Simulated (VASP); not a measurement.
# MgO (Fm-3m) in VASP: notebook

The runs below take MgO through single point, relaxation of cell and atoms, with PBE.

Everything below comes from runs of VASP 6.6.1. Logs are shortened: lines on timing, memory, paths and dates and some standing lists are left out, and cuts for length are marked.

**The experiment to reproduce.**

“Electronic structure of alkaline earth and post-transition metal oxides”, 2009, arxiv:0908.1581 quotes, for a bulk crystal of MgO: band gap 7.83 eV.

The results are compared with them further down.

## Step 1: The cell of the first run

It takes space group Fm-3m (No. 225, cubic). The conventional cell has a = 4.254 Å, b = 4.254 Å, c = 4.254 Å, α = 90.00°, β = 90.00°, γ = 90.00°. Within 2.8 Å of Mg (site symmetry m-3m) lie 6 O at 2.13 Å. Within 2.8 Å of O (site symmetry m-3m) lie 6 Mg at 2.13 Å.

## Step 2: Single point, PBE

The input, INCAR:

```
SYSTEM = MgO
ALGO = Normal ; EDIFF = 1E-6
ENCUT = 520 ; GGA = PE
ISIF = 2 ; ISMEAR = 0
LASPH = .True. ; LCHARG = .False.
LREAL = .False. ; LWAVE = .False.
NBANDS = 11 ; NELM = 60
PREC = Accurate ; SIGMA = 0.01
```

The input, KPOINTS:

```
k-points
0
Gamma
  9 9 9
  0 0 0
```

The input, POSCAR:

```
MgO
1.0
    3.0077466785      0.0000000000      0.0000000000
    1.5038733393      2.6047850318      0.0000000000
    1.5038733393      0.8682616773      2.4558148793
Mg O
1 1
Direct
    0.0000000000      0.0000000000      0.0000000000
    0.5000000000      0.5000000000      0.5000000000
```

Potentials or basis: VASP PAW PBE potentials, release 64 (Mg, O).

Run with:

```sh
$ cat potpaw_PBE.64/Mg/POTCAR potpaw_PBE.64/O/POTCAR > POTCAR
$ mpirun -np 1 vasp_std > vasp.out
```

OUTCAR:

```text
SYSTEM = MgO
   EDIFF = 1E-6
   ENCUT = 520
   GGA = PE
   ISIF = 2
   ISMEAR = 0
   LASPH = .True.
   LREAL = .False.
   NELM = 60
   PREC = Accurate

 ion  position               nearest neighbor table
   1  0.000  0.000  0.000-   2 2.13   2 2.13   2 2.13   2 2.13   2 2.13   2 2.13
   2  0.500  0.500  0.500-   1 2.13   1 2.13   1 2.13   1 2.13   1 2.13   1 2.13

  LATTYP: Found a face centered cubic cell.
 ALAT       =     4.2535961450

  Lattice vectors:

 A1 = (   3.0077466785,   0.0000000000,   0.0000000000)
 A2 = (   1.5038733393,   2.6047850318,   0.0000000000)
 A3 = (   1.5038733393,   0.8682616773,   2.4558148793)

Analysis of symmetry for initial positions (statically):
=====================================================================
 Subroutine PRICEL returns:
 Original cell was already a primitive cell.

 Routine SETGRP: Setting up the symmetry group for a
 face centered cubic supercell.

 Subroutine GETGRP returns: Found 48 space group operations
 (whereof 48 operations were pure point group operations)
 out of a pool of 48 trial point group operations.

The static configuration has the point symmetry O_h .

Analysis of symmetry for dynamics (positions and initial velocities):
=====================================================================
 Subroutine PRICEL returns:
 Original cell was already a primitive cell.

 Routine SETGRP: Setting up the symmetry group for a
 face centered cubic supercell.

 Subroutine GETGRP returns: Found 48 space group operations
 (whereof 48 operations were pure point group operations)
 out of a pool of 48 trial point group operations.

The dynamic configuration has the point symmetry O_h .

 Subroutine INISYM returns: Found 48 space group operations
 (whereof 48 operations are pure point group operations),
 and found     1 'primitive' translations

----------------------------------------------------------------------------------------

                                     Primitive cell

  volume of cell :      19.2402

  direct lattice vectors                    reciprocal lattice vectors
     3.007746679  0.000000000  0.000000000     0.332474808 -0.191954420 -0.135732272
     1.503873339  2.604785032  0.000000000     0.000000000  0.383908840 -0.135732272
     1.503873339  0.868261677  2.455814879     0.000000000  0.000000000  0.407196816

  length of vectors
     3.007746679  3.007746679  3.007746679     0.407196816  0.407196816  0.407196816

  position of ions in fractional coordinates (direct lattice)
     0.000000000  0.000000000  0.000000000
     0.500000000  0.500000000  0.500000000

  ion indices of the primitive-cell ions
   primitive index   ion index
                 1           1
                 2           2

----------------------------------------------------------------------------------------

 KPOINTS: k-points

Automatic generation of k-mesh.
 Grid dimensions read from file:
 generate k-points for:    9    9    9

 Generating k-lattice:

  Cartesian coordinates                     Fractional coordinates (reciprocal lattice)
     0.036941645 -0.021328269 -0.015081364     0.111111111  0.000000000  0.000000000
     0.000000000  0.042656538 -0.015081364     0.000000000  0.111111111 -0.000000000
     0.000000000  0.000000000  0.045244091     0.000000000  0.000000000  0.111111111

  Length of vectors
     0.045244091  0.045244091  0.045244091

  Shift w.r.t. Gamma in fractional coordinates (k-lattice)
     0.000000000  0.000000000  0.000000000

 Subroutine IBZKPT returns following result:
 ===========================================

 Found     35 irreducible k-points:

 Following reciprocal coordinates:
            Coordinates               Weight
  0.000000  0.000000  0.000000      1.000000
  0.111111 -0.000000  0.000000      8.000000
  0.222222  0.000000  0.000000      8.000000
  0.333333 -0.000000  0.000000      8.000000
  0.444444  0.000000  0.000000      8.000000
  0.111111  0.111111  0.000000      6.000000
[... 16 lines left out ...]
 -0.333333  0.333333  0.000000     12.000000
  0.444444  0.444444  0.000000      6.000000
 [... further k-points ...]
   k-points           NKPTS =     35   k-points in BZ     NKDIM =     35   number of bands    NBANDS=     11
   number of dos      NEDOS =    301   number of ions     NIONS =      2
   total plane-waves  NPLWV =  13824
   dimension x,y,z NGX =    24 NGY =   24 NGZ =   24
   dimension x,y,z NGXF=    48 NGYF=   48 NGZF=   48
   ions per type =               1   1
   NGX,Y,Z   is equivalent  to a cutoff of  13.27, 13.27, 13.27 a.u.
   NGXF,Y,Z  is equivalent  to a cutoff of  26.53, 26.53, 26.53 a.u.
 SYSTEM =  MgO
   PREC   = accura    normal or accurate (medium, high low for compatibility)
   ISTART =      0    job   : 0-new  1-cont  2-samecut
   ICHARG =      2    charge: 1-file 2-atom 10-const
   ISPIN  =      1    spin polarized calculation?
   LNONCOLLINEAR =      F non collinear calculations
   LSORBIT =      F    spin-orbit coupling
   LASPH  =      T    aspherical Exc in radial PAW
   ENCUT  =  520.0 eV  38.22 Ry    6.18 a.u.   5.59  5.59  5.59*2*pi/ulx,y,z
   NELM   =     60;   NELMIN=  2; NELMDL= -5     # of ELM steps
   EDIFF  = 0.1E-05   stopping-criterion for ELM
   LREAL  =      F    real-space projection
   EDIFFG = 0.1E-04   stopping-criterion for IOM
   NSW    =      0    number of steps for IOM
   IBRION =     -1    ionic relax: 0-MD 1-quasi-New 2-CG
   NFREE  =      0    steps in history (QN), initial steepest desc. (CG)
   ISIF   =      2    stress and relaxation
   ISYM   =      2    0-nonsym 1-usesym 2-fastsym
   POTIM  = 0.5000    time-step for ionic-motion
   TEBEG  =    0.0;   TEEND  =   0.0 temperature during run
   PSTRESS=    0.0 pullay stress
   NELECT =       8.0000    total number of electrons
   NUPDOWN=      -1.0000    fix difference up-down
   EMIN   =  10.00;   EMAX   =-10.00  energy-range for DOS
   EFERMI =   0.00;   METHOD = LEGACY
   ISMEAR =     0;   SIGMA  =   0.01  broadening in eV -4-tet -1-fermi 0-gaus
   EFERMI_NEDOS =   21; number of points for ismear=-14 and -15
   IALGO  =     38    algorithm
   IMIX   =      4    mixing-type and parameters
     AMIX     =   0.40;   BMIX     =  1.00
     AMIX_MAG =   1.60;   BMIX_MAG =  1.00
  volume/ion in A,a.u.               =       9.62        64.92
  Fermi-wavevector in a.u.,A,eV,Ry     =   1.221899  2.309054 20.313997  1.493037
  Thomas-Fermi vector in A             =   2.357065
   LORBIT       =      0    0 simple, 1 ext, 2 COOP (PROOUT), +10 PAW based schemes
   GGA     = PE    functional components
   LHFCALC =     F    Hartree Fock is set to
   AEXX    =    0.0000 exact exchange contribution
   IVDW    =     0    specifies the selected vdW correction
   LEPSILON=     F    determine dielectric tensor
   LRPA    =     F    only Hartree local field effects (RPA)
 non-spin polarized calculation
 Gauss-broadening in eV      SIGMA  =   0.01
  energy-cutoff  :      520.00
  volume of cell :       19.24
 maximum number of plane-waves:       534
   NGX = 11   NGY = 11   NGZ = 11

 number of electron       8.0000004 magnetization

 Free energy of the ion-electron system (eV)
  ---------------------------------------------------
  ext. energy  EPLUGINS =         0.00000000
  ---------------------------------------------------
  free energy    TOTEN  =       -11.91168918 eV

  energy without entropy =      -11.91168918  energy(sigma->0) =      -11.91168918

 E-fermi :   3.0221     XC(G=0): -10.9400

 val. band max:        2.9696076947   @ k =   0.0000   0.0000   0.0000
 cond. band min:       7.4147877048   @ k =   0.0000   0.0000   0.0000
 fundamental gap:      4.4451800101
 Fermi energy:         3.0221460632

 k-point     1 :       0.0000    0.0000    0.0000
  band No.  band energies     occupation
      1     -14.1456      2.00000
      2       2.9696      2.00000
      3       2.9696      2.00000
      4       2.9696      2.00000
      5       7.4148      0.00000
      6      18.6021      0.00000
      7      18.6021      0.00000
      8      18.6021      0.00000
      9      22.4420      0.00000
     10      24.1824      0.00000
     11      24.1824      0.00000

 k-point     2 :       0.1111   -0.0000    0.0000
  band No.  band energies     occupation
      1     -14.0224      2.00000
      2       2.1947      2.00000
      3       2.8912      2.00000
      4       2.8912      2.00000
      5       8.1709      0.00000
      6      17.1683      0.00000
      7      18.8792      0.00000
      8      18.8792      0.00000
      9      23.2983      0.00000
     10      23.2983      0.00000
     11      24.2639      0.00000

 k-point     3 :       0.2222    0.0000    0.0000
  band No.  band energies     occupation
      1     -13.6917      2.00000
      2       0.7316      2.00000
      3       2.7002      2.00000
      4       2.7002      2.00000
      5       9.5005      0.00000
      6      15.5978      0.00000
      7      19.3397      0.00000
      8      19.3397      0.00000
      9      22.7006      0.00000
     10      22.7006      0.00000
     11      24.6517      0.00000

 k-point     4 :       0.3333   -0.0000    0.0000
  band No.  band energies     occupation
      1     -13.2767      2.00000
      2      -0.6101      2.00000
      3       2.4944      2.00000
      4       2.4944      2.00000
      5      10.4037      0.00000
      6      15.0416      0.00000
      7      19.2644      0.00000
      8      19.2644      0.00000
      9      23.5451      0.00000
     10      23.5451      0.00000
     11      23.9340      0.00000
[... 239 lines left out ...]
 k-point    22 :      -0.4444    0.3333    0.0000
  band No.  band energies     occupation
      1     -12.7013      2.00000
      2      -0.5986      2.00000
      3       0.6950      2.00000
      4       1.8515      2.00000
      5      12.7745      0.00000
      6      14.0993      0.00000
      7      15.4103      0.00000
      8      20.7182      0.00000
      9      20.9306      0.00000
     10      28.1499      0.00000
     11      29.4533      0.00000

 k-point    23 :      -0.3333    0.3333    0.0000
  band No.  band energies     occupation
      1     -12.7155      2.00000
      2      -0.1602      2.00000
      3       0.0007      2.00000
      4       2.0089      2.00000
      5      13.0844      0.00000
      6      14.9392      0.00000
      7      15.1134      0.00000
      8      20.3513      0.00000
      9      21.4202      0.00000
     10      25.8560      0.00000
     11      29.9787      0.00000

 k-point    24 :       0.4444    0.4444    0.0000
  band No.  band energies     occupation
      1     -12.7324      2.00000
      2      -0.9274      2.00000
      3       1.6952      2.00000
      4       1.6952      2.00000
      5      12.1527      0.00000
      6      12.5997      0.00000
      7      15.7730      0.00000
      8      21.4134      0.00000
      9      21.4134      0.00000
     10      27.9378      0.00000
     11      29.0851      0.00000

 [... further k-points ...]
[... 5 lines left out ...]
  --------------------------------------------------------------------------------------
  -------------------------------------------------------------------------------------
  Total       -0.0872551     -0.0872551     -0.0872551     -0.0000000     -0.0000000     -0.0000000
  in kB       -7.2659565     -7.2659565     -7.2659565     -0.0000000     -0.0000000     -0.0000000
  external PRESSURE =      -7.2659565 kB  Pullay stress =       0.0000000 kB

 VOLUME and BASIS-vectors are now :
 -----------------------------------------------------------------------------
  energy-cutoff  :      520.00
  volume of cell :       19.24
      direct lattice vectors                 reciprocal lattice vectors
     3.007746679  0.000000000  0.000000000     0.332474808 -0.191954420 -0.135732272
     1.503873339  2.604785032  0.000000000     0.000000000  0.383908840 -0.135732272
     1.503873339  0.868261677  2.455814879     0.000000000  0.000000000  0.407196816

 POSITION                                       TOTAL-FORCE (eV/Angst)
 -----------------------------------------------------------------------------------
      0.00000      0.00000      0.00000        -0.000000      0.000000      0.000000
      3.00775      1.73652      1.22791         0.000000     -0.000000      0.000000
 -----------------------------------------------------------------------------------
    total drift:                                0.000000      0.000000     -0.000000

  FREE ENERGIE OF THE ION-ELECTRON SYSTEM (eV)
  ---------------------------------------------------
  free  energy   TOTEN  =       -11.9116891798 eV

  energy  without entropy=      -11.9116891798  energy(sigma->0) =      -11.91168918
```

Run time: 18 s. Hardware: 1 thread of AMD EPYC 7R13, shared host; peak memory 0.11 GiB.

Results:

```yaml
Free_energy: -11.9117 eV
Pressure: -0.7 GPa
Band_gap_on_the_k_mesh: 4.45 eV
```

Levels at points of the mesh, in eV from the valence-band top:
```csv
k point,band 1,band 2,band 3,band 4,band 5,band 6,band 7,band 8
"(0.00, 0.00, 0.00)",-17.12,0.00,0.00,0.00,4.45,15.63,15.63,15.63
```

## Step 3: Relaxation of cell and atoms, PBE

This run uses another cell than the first one, of 9.37 Å³/atom.

The input, INCAR:

```
SYSTEM = MgO
PREC = Accurate
ENCUT = 600
EDIFF = 1E-6
ISMEAR = 0
SIGMA = 0.01
LREAL = .FALSE.
LASPH = .TRUE.
NELM = 80
ALGO = Normal
ISIF = 3
LWAVE = .FALSE.
LCHARG = .FALSE.
GGA = PE
IBRION = 2
NSW = 80
EDIFFG = -0.01
```

The input, KPOINTS:

```
Automatic mesh
0
G
  9 9 9
  0 0 0
```

The input, POSCAR:

```
MgO
1.0
    2.9818690000      0.0000000000      0.0000000000
    1.4909345000      2.5823743048      0.0000000000
    1.4909345000      0.8607914349      2.4346858433
Mg O
1 1
Direct
    0.0000000000      0.0000000000      0.0000000000
    0.5000000000      0.5000000000      0.5000000000
```

Potentials or basis: VASP PAW PBE potentials, release 64 (Mg, O).

Run with:

```sh
$ cat potpaw_PBE.64/Mg/POTCAR potpaw_PBE.64/O/POTCAR > POTCAR
$ mpirun -np 1 vasp_std > vasp.out
```

Run time: 28 s. Hardware: 1 thread of AMD EPYC 7R13, shared host; peak memory 0.11 GiB.

It converged, with:

- Free energy: -11.9141 eV
- Relaxed volume: 9.56 Å³/atom
- Relaxed cell: a = 3.002 Å, b = 3.002 Å, c = 3.002 Å, α = 60.00°, β = 60.00°, γ = 60.00°
- Space group after relaxing (to 0.1 Å): Fm-3m (No. 225)
- Energy gained by relaxing: 1.8 meV/atom
- Ionic steps: 3
- Pressure after relaxing: 0.0 GPa
- Band gap on the k mesh: 4.50 eV

Step by step:
```
step  energy change (eV)  largest force (eV/Å)  pressure (GPa)  volume (Å³)
   1              0.0000                0.0000            3.09        18.75
   2             -0.0032                0.0000           -0.93        19.24
   3             -0.0036                0.0000           -0.01        19.12
```

Final structure:
```
Mg O
1.0
     3.00165    0.00000    0.00000
     1.50082    2.59950    0.00000
     1.50082    0.86650    2.45083
Mg O
1 1
Cartesian
  1.5008 0.8665 2.4508
  3.0016 1.7330 1.2254
```

Levels at points of the mesh, in eV from the valence-band top:
```csv
k point,band 1,band 2,band 3,band 4,band 5,band 6,band 7,band 8
"(0.00, 0.00, 0.00)",-17.14,0.00,0.00,0.00,4.50,15.67,15.67,15.67
```

## Step 4: How close it comes

Step 2. Measured gap of MgO: 7.83 eV (quoted in “Electronic structure of alkaline earth and post-transition metal oxides”, 2009, arxiv:0908.1581). This calculation gives 4.45 eV (-3.38 eV). The value is that of PBE, without temperature or zero-point motion. Semilocal functionals fall short of measured gaps as a rule.
